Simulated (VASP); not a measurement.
Write the native input for VASP 6.6.1 that does the following.

- Task: relaxation of cell and atoms
- Functional: PBE
- Potentials or basis: VASP PAW PBE potentials, release 64 (Ag, Rh_pv, F)
- Cutoff: 600 eV
- k mesh: 3 × 3 × 3
- Occupations: gaussian, width 0.15 eV
- Spin: collinear spin, ferromagnetic start
- Starting moments: [0.0, 1.0, 0.0, 0.0, 0.0, 0.0] μB
- Dipole correction: no
- Further INCAR settings: ALGO = Normal; EDIFF = 1e-06; IBRION = 2; EDIFFG = -0.08; NSW = 36; ISIF = 3

The structure of AgRhF4 lies in POSCAR:

```
AgRhF4
1.0
    4.9616085600      0.0000000000      0.0000000000
   -2.4808042800      4.2968790600      0.0000000000
    0.0000000000      0.0000000000      3.6998473300
Ag Rh F
1 1 4
Direct
    0.3333333300      0.6666666700      0.0000000000
    0.0000000000      0.0000000000      0.0000000000
    0.6666666700      0.3333333300      0.0000000000
    0.9935383200      0.4967691600      0.5000000000
    0.5032308400      0.4967691600      0.5000000000
    0.5032308400      0.0064616800      0.5000000000
```

The cell was built from a structure type or drawn by symmetry, and may not be a known phase.

One way to write it, as run:

INCAR

```
SYSTEM = AgRhF4
ALGO = Normal ; EDIFF = 1E-6
EDIFFG = -0.08 ; ENCUT = 600
GGA = PE ; IBRION = 2
ISIF = 3 ; ISMEAR = 0
ISPIN = 2 ; LASPH = .True.
LCHARG = .False. ; LMAXMIX = 4
LORBIT = 11 ; LREAL = .False.
LWAVE = .False. ; MAGMOM = 0 1 0 0 0 0
NELM = 150 ; NSW = 36
PREC = Accurate ; SIGMA = 0.15
```

KPOINTS

```
k-points
0
Gamma
  3 3 3
  0 0 0
```

Potentials or basis: VASP PAW PBE potentials, release 64 (Ag, Rh_pv, F).

Launch:

```bash
$ cat potpaw_PBE.64/Ag/POTCAR potpaw_PBE.64/Rh_pv/POTCAR potpaw_PBE.64/F/POTCAR > POTCAR
$ mpirun -np 1 vasp_std > vasp.out
```

It gave:

```json
{
 "Relaxed volume": "13.41 Å³/atom",
 "Relaxed cell": "a = 5.135 Å, b = 5.135 Å, c = 3.523 Å, α = 90.00°, β = 90.00°, γ = 120.00°",
 "Space group after relaxing (to 0.1 Å)": "P-6m2 (No. 187)",
 "Energy gained by relaxing": "28.2 meV/atom",
 "Ionic steps": "7",
 "Pressure after relaxing": "0.1 GPa",
 "Largest force after relaxing": "0.078 eV/Å",
 "Band gap on the k mesh": "zero (filled and empty bands overlap)",
 "Net moment": "4.00 μB per cell",
 "Site moments": "Ag +0.40; Rh +2.04; F +0.53, +0.29 (each value once) μB",
 "Valence electrons inside the program's atomic spheres": "Ag 9.59; Rh 13.16; F 5.89, 5.97 (each value once)"
}
```

Caveat: the k points lie up to 0.59 Å⁻¹ apart in the final cell; the relaxation stopped at a loose force limit of 0.08 eV/Å, so its end isn't a converged minimum.

It took 5 min on 1 thread of AMD EPYC 7R13 Processor (Zen 3), with other jobs on the host, peak memory 0.24 GiB.
